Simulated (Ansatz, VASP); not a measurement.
TiC in VASP and in Ansatz

```
Ti C
1.0
     0.00000    2.16400    2.18564
     2.16400    0.00000    2.18564
     2.16400    2.16400    0.00000
Ti C
1 1
Direct
  0.00000 0.00000 0.00000
  0.50000 0.50000 0.50000
```

Change from the starting cell: zz strain of +1 %, crystal datasets.

Alike in both runs: task electric field gradients; functional PBEsol; k mesh 14 × 14 × 14; occupations fermi-dirac, width 0.03 eV; no spin polarisation.

```csv
,VASP,Ansatz
version,VASP 6.6.1,Ansatz 0.2.0
potentials or method,"VASP PAW PBE potentials, release 64 (Ti_sv, C), cutoff 520 eV","all-electron PAW with datasets made for the crystal, scalar-relativistic"
```

|  | VASP | Ansatz | Ansatz less VASP |
| --- | --- | --- | --- |
| pressure (GPa) | -8.2 | -8.5 | -0.31 |
| traceless stress, the component that is largest in VASP (GPa) | -2.38 | -2.36 | +0.014 |
| size of Vzz on the site where it differs most (V/Å²) | 7.8 | 8.2 | +0.43 |

VASP's potentials were made for PBE, not for PBEsol. Ansatz ran all-electron here, and VASP with PAW potentials.
